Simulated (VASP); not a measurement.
**InSe: single point with PBE**

InSe:

```
In Se
1.0
     4.04733    0.00000    0.00000
    -2.02366    3.50509    0.00000
     0.00000    0.00000   18.05206
In Se
4 4
Direct
  0.33333 0.66667 0.07739
  0.33333 0.66667 0.92261
  0.00000 0.00000 0.42261
  0.00000 0.00000 0.57739
  0.33333 0.66667 0.35298
  0.33333 0.66667 0.64702
  0.66667 0.33333 0.14700
  0.66667 0.33333 0.85300
```

```
Program                : VASP 6.6.1
Task                   : single point
Functional             : PBE
Potentials or basis    : VASP PAW PBE potentials, release 64 (In_d, Se)
Cutoff                 : 520 eV
k mesh                 : 6 × 6 × 2
Occupations            : fermi-dirac, width 0.05 eV
Spin                   : no spin polarisation
Dipole correction      : no
Further INCAR settings : ALGO = Normal; EDIFF = 1e-06; NBANDS = 48
```

The pressure is 1.5 GPa, the largest force is 0.254 eV/Å and the band gap on the k mesh is 0.72 eV, direct.

Forces in eV/Å, atoms in the order of the input:
```
In   0.000  0.000 -0.111
In   0.000  0.000  0.111
In   0.000  0.000  0.110
In   0.000  0.000 -0.110
Se   0.000  0.000 -0.253
Se   0.000  0.000  0.253
Se   0.000  0.000  0.254
Se   0.000  0.000 -0.254
```

Stress tensor (GPa, compression positive):
```
1.49 0.00 0.00
0.00 1.49 0.00
0.00 0.00 1.41
```

Levels at points of the mesh, in eV from the valence-band top:
| k point | band 36 | band 37 | band 38 | band 39 | band 40 | band 41 |
| --- | --- | --- | --- | --- | --- | --- |
| (0.00, 0.00, 0.00) | -0.95 | -0.94 | 0.00 | 0.72 | 1.50 | 2.24 |
| (0.50, 0.00, 0.00) | -1.86 | -1.44 | -1.31 | 1.72 | 1.72 | 1.94 |
| (0.00, 0.00, 0.50) | -0.97 | -0.55 | -0.54 | 1.18 | 1.20 | 2.26 |
| (0.50, 0.00, 0.50) | -1.90 | -1.38 | -1.34 | 1.62 | 1.70 | 1.94 |

Wall time 6 min on 1 thread of AMD EPYC 7R13 (shared host), peak memory 0.38 GiB.

Caveat: spin-orbit coupling is left out, which moves the levels of the heavy elements; this functional lacks dispersion, which binds the layers, so the pressure and a relaxed spacing across them are unreliable. A k mesh can miss the band edges.
